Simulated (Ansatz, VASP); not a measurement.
## WC in VASP and in Ansatz

```
W C
1.0
     2.80829    0.00000    0.00000
    -1.40415    2.43205    0.00000
     0.00000    0.00000    2.78150
W C
1 1
Direct
  0.00000 0.00000 0.96465
  0.66667 0.33333 0.53535
```

Alike in both runs: task single point; functional PBEsol; k mesh 18 × 18 × 14; occupations gaussian, width 0.1 eV; no spin polarisation.

|  | VASP | Ansatz |
| --- | --- | --- |
| version | VASP 6.6.1 | Ansatz 0.2.0 |
| potentials or method | VASP PAW PBE potentials, release 64 (W_sv, C), cutoff 520 eV | scalar-relativistic, plane waves, PAW |
| valence electrons in the cell | 18 | 18 |

|  | VASP | Ansatz | Ansatz less VASP |
| --- | --- | --- | --- |
| gap on the k mesh at the Fermi level (eV) | none | none | - |
| pressure (GPa) | 51.0 | 48.9 | -2.07 |
| traceless stress, the component that is largest in VASP (GPa) | -3.46 | -3.65 | -0.186 |
| rms of the force components (eV/Å) | 2.440 | 2.411 | -0.0292 |

VASP's potentials were made for PBE, not for PBEsol. Atom by atom the forces differ by 0.029 eV/Å (rms over components). A gap of «none» marks a metal or a gap that the smearing closes. Both programs put the cell under a high pressure, so it lies far from rest at this level.

Spin-orbit coupling is off throughout.
